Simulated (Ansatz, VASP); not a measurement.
# Ge: VASP beside Ansatz

```
Ge
1.0
     2.87982    2.87982    0.00000
    -2.87982    2.87982    0.00000
     0.08145    0.08145    5.75963
Ge
4
Direct
  0.50187 0.50000 0.49997
  0.49813 0.00000 0.25003
  0.00187 0.00000 0.99997
  0.99813 0.50000 0.75003
```

Change from the starting cell: shear of c along a, cell held, atoms relaxed: +2.0 %.

Alike in both runs: functional PBE; k mesh 14 × 14 × 10; occupations gaussian, width 0.1 eV; no spin polarisation.

Ansatz relaxed the structure, and its values are those at the end. VASP's run is a single point on that final structure, the one shown.

```csv
,VASP,Ansatz
version,VASP 6.6.1,Ansatz 0.2.0
potentials or method,"VASP PAW PBE potentials, release 64 (Ge_d), cutoff 520 eV","scalar-relativistic, plane waves, PAW"
valence electrons in the cell,56,56
```

|  | VASP | Ansatz | Ansatz less VASP |
| --- | --- | --- | --- |
| gap on the k mesh at the Fermi level (eV) | none | none | - |
| pressure (GPa) | 0.0 | 0.1 | +0.04 |
| rms of the force components (eV/Å) | 0.004 | 0.003 | -0.0002 |

A gap of «none» marks a metal or a gap that the smearing closes. Ansatz's warnings: stress scf threshold loose.
